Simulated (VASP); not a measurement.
# Ni (Fm-3m) in VASP: single point with PBE

Aim: the single point of Ni with PBE.

Program: VASP 6.6.1. These are calculated values, not measurements. Logs are shortened: lines on timing, memory, paths and dates and some standing lists are left out, and cuts for length are marked.

### Step 1. The cell of the first run

The structure is cubic, space group Fm-3m (No. 225). Conventional cell: a = 3.520 Å, b = 3.520 Å, c = 3.520 Å, α = 90.00°, β = 90.00°, γ = 90.00°. Within 3.3 Å of Ni (site symmetry m-3m) lie 12 Ni at 2.49 Å.

### Step 2. Single point, PBE, collinear spin, antiferromagnetic start

The input, INCAR:

```
PREC = Accurate ; ENCUT = 520
EDIFF = 1E-7 ; ISMEAR = -1
SIGMA = 0.1 ; LREAL = F
LASPH = T ; NELM = 150
ALGO = Normal ; ISIF = 2
LWAVE = F ; LCHARG = T
ISPIN = 2 ; MAGMOM = 2 -2
LORBIT = 11 ; LMAXMIX = 4
GGA = PE ; LELF = T
LVHAR = T ; NBANDS = 21
ISYM = 0
```

The input, KPOINTS:

```
regular mesh
0
Gamma
  8 14 11
```

The input, POSCAR:

```
Ni
1.0
   -1.7600000000     -3.5200000000     -1.7600000000
   -1.7600000000      0.0000000000     -1.7600000000
    1.7600000000      0.0000000000     -1.7600000000
Ni
2
Direct
    0.0000000000      0.0000000000      0.0000000000
    0.5000000000      0.0000000000      0.5000000000
```

Potentials or basis: VASP PAW PBE potentials, release 64 (Ni).

The run is started by

```bash
> cat potpaw_PBE.64/Ni/POTCAR > POTCAR
> mpirun -np 1 vasp_std > vasp.out
```

OUTCAR:

```text
PREC = Accurate
   ENCUT = 520
   EDIFF = 1E-7
   ISMEAR = -1
   LREAL = F
   LASPH = T
   NELM = 150
   ISIF = 2
   ISPIN = 2
   LORBIT = 11
   GGA = PE
   ISYM = 0

 ion  position               nearest neighbor table
   1  0.000  0.000  0.000-   2 2.49   2 2.49   2 2.49   2 2.49   2 2.49   2 2.49   2 2.49   2 2.49

   2  0.500  0.000  0.500-   1 2.49   1 2.49   1 2.49   1 2.49   1 2.49   1 2.49   1 2.49   1 2.49

IMPORTANT INFORMATION: All symmetrisations will be switched off!
NOSYMM: (Re-)initialisation of all symmetry stuff for point group C_1.

----------------------------------------------------------------------------------------

                                     Primitive cell

  volume of cell :      21.8071

  direct lattice vectors                    reciprocal lattice vectors
    -1.760000000 -3.520000000 -1.760000000     0.000000000 -0.284090909  0.000000000
    -1.760000000  0.000000000 -1.760000000    -0.284090909  0.284090909 -0.284090909
     1.760000000  0.000000000 -1.760000000     0.284090909  0.000000000 -0.284090909

  length of vectors
     4.311101947  2.489015870  2.489015870     0.284090909  0.492059889  0.401765217

  position of ions in fractional coordinates (direct lattice)
     0.000000000  0.000000000  0.000000000
     0.500000000  0.000000000  0.500000000

  ion indices of the primitive-cell ions
   primitive index   ion index
                 1           1
                 2           2

----------------------------------------------------------------------------------------

 KPOINTS: regular mesh

Automatic generation of k-mesh.
 Grid dimensions read from file:
 generate k-points for:    8   14   11

 Generating k-lattice:

  Cartesian coordinates                     Fractional coordinates (reciprocal lattice)
     0.000000000 -0.035511364  0.000000000     0.125000000  0.000000000  0.000000000
    -0.020292208  0.020292208 -0.020292208     0.000000000  0.071428571  0.000000000
     0.025826446  0.000000000 -0.025826446     0.000000000  0.000000000  0.090909091

  Length of vectors
     0.035511364  0.035147135  0.036524111

  Shift w.r.t. Gamma in fractional coordinates (k-lattice)
     0.000000000  0.000000000  0.000000000

 -----------------------------------------------------------------------------
|                                                                             |
|           W    W    AA    RRRRR   N    N  II  N    N   GGGG   !!!           |
|           W    W   A  A   R    R  NN   N  II  NN   N  G    G  !!!           |
|           W    W  A    A  R    R  N N  N  II  N N  N  G       !!!           |
|           W WW W  AAAAAA  RRRRR   N  N N  II  N  N N  G  GGG   !            |
|           WW  WW  A    A  R   R   N   NN  II  N   NN  G    G                |
|           W    W  A    A  R    R  N    N  II  N    N   GGGG   !!!           |
|                                                                             |
|     Your reciprocal lattice and k-lattice belong to different lattice       |
|     classes:                                                                |
|                                                                             |
|        The reciprocal lattice is simple tetragonal,                         |
|        whereas your k-lattice is simple monoclinic.                         |
|                                                                             |
|     Results are often still useful ...                                      |
|                                                                             |
 -----------------------------------------------------------------------------

 WARNING: IBZKPT: internal override: KBLOWUP is changed to .FALSE.
      ... skipping the blow-up phase ...

 Subroutine IBZKPT returns following result:
 ===========================================

 Found    618 irreducible k-points:

 Following reciprocal coordinates:
            Coordinates               Weight
  0.000000  0.000000  0.000000      1.000000
  0.125000  0.000000  0.000000      2.000000
  0.250000  0.000000  0.000000      2.000000
  0.375000  0.000000  0.000000      2.000000
  0.500000  0.000000  0.000000      1.000000
  0.000000  0.071429  0.000000      2.000000
[... 16 lines left out ...]
  0.125000  0.214286  0.000000      2.000000
  0.250000  0.214286  0.000000      2.000000
 [... further k-points ...]
   k-points           NKPTS =    618   k-points in BZ     NKDIM =    618   number of bands    NBANDS=     21
   number of dos      NEDOS =    301   number of ions     NIONS =      2
   total plane-waves  NPLWV =  12800
   dimension x,y,z NGX =    32 NGY =   20 NGZ =   20
   dimension x,y,z NGXF=    64 NGYF=   40 NGZF=   40
   ions per type =               2
   NGX,Y,Z   is equivalent  to a cutoff of  12.34, 13.36, 13.36 a.u.
   NGXF,Y,Z  is equivalent  to a cutoff of  24.68, 26.72, 26.72 a.u.
 SYSTEM =  unknown system
   PREC   = accura    normal or accurate (medium, high low for compatibility)
   ISTART =      0    job   : 0-new  1-cont  2-samecut
   ICHARG =      2    charge: 1-file 2-atom 10-const
   ISPIN  =      2    spin polarized calculation?
   LNONCOLLINEAR =      F non collinear calculations
   LSORBIT =      F    spin-orbit coupling
   LASPH  =      T    aspherical Exc in radial PAW
   ENCUT  =  520.0 eV  38.22 Ry    6.18 a.u.   8.02  4.63  4.63*2*pi/ulx,y,z
   NELM   =    150;   NELMIN=  2; NELMDL= -5     # of ELM steps
   EDIFF  = 0.1E-06   stopping-criterion for ELM
   LREAL  =      F    real-space projection
   EDIFFG = 0.1E-05   stopping-criterion for IOM
   NSW    =      0    number of steps for IOM
   IBRION =     -1    ionic relax: 0-MD 1-quasi-New 2-CG
   NFREE  =      0    steps in history (QN), initial steepest desc. (CG)
   ISIF   =      2    stress and relaxation
   ISYM   =      0    0-nonsym 1-usesym 2-fastsym
   POTIM  = 0.5000    time-step for ionic-motion
   TEBEG  =    0.0;   TEEND  =   0.0 temperature during run
   PSTRESS=    0.0 pullay stress
   NELECT =      20.0000    total number of electrons
   NUPDOWN=      -1.0000    fix difference up-down
   EMIN   =  10.00;   EMAX   =-10.00  energy-range for DOS
   EFERMI =   0.00;   METHOD = LEGACY
   ISMEAR =    -1;   SIGMA  =   0.10  broadening in eV -4-tet -1-fermi 0-gaus
   EFERMI_NEDOS =   21; number of points for ismear=-14 and -15
   IALGO  =     38    algorithm
   IMIX   =      4    mixing-type and parameters
     AMIX     =   0.40;   BMIX     =  1.00
     AMIX_MAG =   1.60;   BMIX_MAG =  1.00
  volume/ion in A,a.u.               =      10.90        73.58
  Fermi-wavevector in a.u.,A,eV,Ry     =   1.590568  3.005737 34.421456  2.529906
  Thomas-Fermi vector in A             =   2.689243
   LORBIT       =     11    0 simple, 1 ext, 2 COOP (PROOUT), +10 PAW based schemes
   GGA     = PE    functional components
   LHFCALC =     F    Hartree Fock is set to
   AEXX    =    0.0000 exact exchange contribution
   IVDW    =     0    specifies the selected vdW correction
   LEPSILON=     F    determine dielectric tensor
   LRPA    =     F    only Hartree local field effects (RPA)
 spin polarized calculation
  energy-cutoff  :      520.00
  volume of cell :       21.81
 maximum number of plane-waves:       606
   NGX = 15   NGY =  9   NGZ =  9

 number of electron      19.9999991 magnetization       0.0006266

 number of electron      19.9999991 magnetization      -0.0000086

 Free energy of the ion-electron system (eV)
  ---------------------------------------------------
  ext. energy  EPLUGINS =         0.00000000
  ---------------------------------------------------
  free energy    TOTEN  =       -10.92952267 eV

  energy without entropy =      -10.75045573  energy(sigma->0) =      -10.83998920

 E-fermi :   9.1750     XC(G=0): -13.2418

 val. band max:        9.1746301954   @ k =  -0.1250   0.1429   0.0000
 cond. band min:       9.1756601198   @ k =  -0.1250   0.0714   0.0000
 fundamental gap:      0.0010299245
 Fermi energy:         9.1749749626

 spin component 1

 k-point     1 :       0.0000    0.0000    0.0000
  band No.  band energies     occupation
      1       0.3329      1.00000
      2       4.8964      1.00000
      3       5.4874      1.00000
      4       7.3112      1.00000
      5       7.3118      1.00000
      6       7.3131      1.00000
[... 13 lines left out ...]
     20      36.8854      0.00000
     21      36.8859      0.00000

 k-point     2 :       0.1250    0.0000    0.0000
  band No.  band energies     occupation
      1       0.5363      1.00000
      2       4.8981      1.00000
      3       5.5514      1.00000
      4       7.2375      1.00000
      5       7.3688      1.00000
      6       7.3694      1.00000
[... 520 lines left out ...]
 k-point    24 :       0.2500    0.2143    0.0000
  band No.  band energies     occupation
      1       1.5102      1.00000
      2       5.4570      1.00000
      3       5.8355      1.00000
      4       7.0044      1.00000
      5       7.5203      1.00000
      6       7.5516      1.00000
[... 13 lines left out ...]
     20      38.2360      0.00000
     21      38.7029      0.00000

 [... further k-points ...]

 spin component 2

 k-point     1 :       0.0000    0.0000    0.0000
  band No.  band energies     occupation
      1       0.3329      1.00000
      2       4.8964      1.00000
      3       5.4874      1.00000
      4       7.3112      1.00000
      5       7.3118      1.00000
      6       7.3131      1.00000
[... 13 lines left out ...]
     20      36.8854      0.00000
     21      36.8859      0.00000

 k-point     2 :       0.1250    0.0000    0.0000
  band No.  band energies     occupation
      1       0.5363      1.00000
      2       4.8981      1.00000
      3       5.5514      1.00000
      4       7.2375      1.00000
      5       7.3688      1.00000
      6       7.3694      1.00000
[... 520 lines left out ...]
 k-point    24 :       0.2500    0.2143    0.0000
  band No.  band energies     occupation
      1       1.5102      1.00000
      2       5.4570      1.00000
      3       5.8354      1.00000
      4       7.0044      1.00000
      5       7.5203      1.00000
      6       7.5516      1.00000
[... 13 lines left out ...]
     20      38.2360      0.00000
     21      38.7029      0.00000

 [... further k-points ...]
[... 5 lines left out ...]
  --------------------------------------------------------------------------------------
  -------------------------------------------------------------------------------------
  Total       -0.1039271     -0.1325539     -0.1039265      0.0000026      0.0000014     -0.0064684
  in kB       -7.6355719     -9.7387927     -7.6355245      0.0001934      0.0000993     -0.4752349
  external PRESSURE =      -8.3366297 kB  Pullay stress =       0.0000000 kB

 VOLUME and BASIS-vectors are now :
 -----------------------------------------------------------------------------
  energy-cutoff  :      520.00
  volume of cell :       21.81
      direct lattice vectors                 reciprocal lattice vectors
    -1.760000000 -3.520000000 -1.760000000     0.000000000 -0.284090909  0.000000000
    -1.760000000  0.000000000 -1.760000000    -0.284090909  0.284090909 -0.284090909
     1.760000000  0.000000000 -1.760000000     0.284090909  0.000000000 -0.284090909

 POSITION                                       TOTAL-FORCE (eV/Angst)
 -----------------------------------------------------------------------------------
      0.00000      0.00000      0.00000         0.000000      0.000000      0.000000
      0.00000     -1.76000     -1.76000        -0.000000     -0.000000     -0.000000
 -----------------------------------------------------------------------------------
    total drift:                                0.000000     -0.000000     -0.000000

  FREE ENERGIE OF THE ION-ELECTRON SYSTEM (eV)
  ---------------------------------------------------
  free  energy   TOTEN  =       -10.9295226705 eV

  energy  without entropy=      -10.7504557335  energy(sigma->0) =      -10.83998920

 total charge

# of ion       s       p       d       tot
------------------------------------------
    1        0.494   0.492   8.322   9.308
    2        0.494   0.492   8.322   9.308
--------------------------------------------------
tot          0.988   0.984  16.644  18.616

 magnetization (x)

# of ion       s       p       d       tot
------------------------------------------
    1        0.000   0.000  -0.000  -0.000
    2       -0.000   0.000   0.000   0.000
--------------------------------------------------
tot          0.000   0.000  -0.000  -0.000
```

Run time: 8.7 min. Hardware: 1 thread of Intel Xeon Platinum 8559C (Emerald Rapids), shared host; peak memory 0.47 GiB.

Results:

```yaml
Free_energy: -10.9295 eV
Pressure: -0.8 GPa
Band_gap_on_the_k_mesh: zero (filled and empty bands overlap)
Net_moment: 0.00 μB per cell
Valence_electrons_inside_the_program's_atomic_spheres: Ni 9.31
```

Stress tensor (GPa, compression positive):
```
-0.76  0.00 -0.05
 0.00 -0.97  0.00
-0.05  0.00 -0.76
```

Levels at points of the mesh, in eV from the Fermi level:
Spin up:
```tsv
k point	band 8	band 9	band 10	band 11	band 12	band 13
(0.00, 0.00, 0.00)	-0.77	-0.05	0.15	0.15	2.60	9.50
(0.50, 0.00, 0.00)	-1.01	-1.01	-1.01	-0.42	-0.42	19.44
(0.00, 0.50, 0.00)	-0.15	-0.04	-0.04	-0.04	-0.04	6.04
(0.50, 0.50, 0.00)	-1.22	-0.79	-0.79	1.42	1.42	11.77
```
Spin down:
```csv
k point,band 8,band 9,band 10,band 11,band 12,band 13
"(0.00, 0.00, 0.00)",-0.77,-0.05,0.15,0.15,2.60,9.50
"(0.50, 0.00, 0.00)",-1.01,-1.01,-1.01,-0.42,-0.42,19.44
"(0.00, 0.50, 0.00)",-0.15,-0.04,-0.04,-0.04,-0.04,6.04
"(0.50, 0.50, 0.00)",-1.22,-0.79,-0.79,1.42,1.42,11.77
```
